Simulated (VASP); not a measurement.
ZnSe (Stilleite), 2 atoms in the cell. It takes space group F-43m (No. 216, cubic). Conventional cell: a = 5.591 Å, b = 5.591 Å, c = 5.591 Å, α = 90.00°, β = 90.00°, γ = 90.00°. Within 3.2 Å of Zn (site symmetry -43m) lie 4 Se at 2.42 Å. Within 3.2 Å of Se (site symmetry -43m) lie 4 Zn at 2.42 Å. 

```yaml
Program: VASP 6.6.1
Task: single point
Functional: PBE
Potentials_or_basis: VASP PAW PBE potentials, release 64 (Zn, Se)
Cutoff: 520 eV
k_mesh: 5 × 5 × 5
Occupations: gaussian, width 0.01 eV
Spin: no spin polarisation
Dipole_correction: no
Further_INCAR_settings: ALGO = Normal; EDIFF = 1e-06; NBANDS = 16
```

Potentials or basis: VASP PAW PBE potentials, release 64 (Zn, Se).

Command:

```console
$ cat potpaw_PBE.64/Zn/POTCAR potpaw_PBE.64/Se/POTCAR > POTCAR
$ mpirun -np 1 vasp_std > vasp.out
```

Hardware: 1 thread of AMD EPYC 7R13, with other jobs on the host.

Problem. How long does it take, and how much memory?

Solution. Wall time 17 s on 1 thread of AMD EPYC 7R13 (shared host), peak memory 0.13 GiB. Counts: scf iterations 13, k points 10.
